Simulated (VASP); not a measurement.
Write the native input for VASP 6.6.1 that does the following.

```yaml
Task: single point
Functional: PBE
Potentials_or_basis: VASP PAW PBE potentials, release 64 (Cd)
Cutoff: 520 eV
k_mesh: 18 × 18 × 18
Occupations: gaussian, width 0.15 eV
Spin: no spin polarisation
Dipole_correction: no
Further_INCAR_settings: ALGO = Normal; EDIFF = 1e-07; NBANDS = 12
```

The structure of Cd lies in POSCAR:

```
Cd
1.0
    0.0000000000      2.4300843758      1.7844109571
    2.4300843758      0.0000000000      1.7844109571
    2.4300843758      2.4300843758      0.0000000000
Cd
1
Direct
    0.0000000000      0.0000000000      0.0000000000
```

This cell differs from its parent crystal: volume 21.075 Å^3 an atom, c/a of the conventional cell 0.7343.

One way to write it, as run:

INCAR

```
SYSTEM = Cd
PREC     = Accurate       ! precision mode
ENCUT    = 520            ! plane-wave cutoff, eV
EDIFF    = 1E-7           ! SCF threshold, eV
ISMEAR   = 0              ! smearing method
SIGMA    = 0.15           ! smearing width, eV
LREAL    = .False.        ! projectors in reciprocal space
LASPH    = .True.         ! aspherical terms in the spheres
NELM     = 60             ! most SCF steps
ALGO     = Normal         ! electronic algorithm
ISIF     = 2              ! what is computed and relaxed
LWAVE    = .False.        ! write WAVECAR
LCHARG   = .False.        ! write CHGCAR
GGA      = PE             ! functional
NBANDS   = 12             ! bands
```

KPOINTS

```
Automatic mesh
0
Gamma
  18 18 18
  0 0 0
```

Potentials or basis: VASP PAW PBE potentials, release 64 (Cd).

Launch:

```console
$ cat potpaw_PBE.64/Cd/POTCAR > POTCAR
$ mpirun -np 1 vasp_std > vasp.out
```

It gave:

- Pressure: 5.6 GPa
- Band gap on the k mesh: zero (band 6 reaches 6.16 eV, above the bottom of band 7 at 2.23 eV)

It took 66 s on 1 thread of Intel Xeon 6975P-C, on a shared host, peak memory 0.24 GiB.
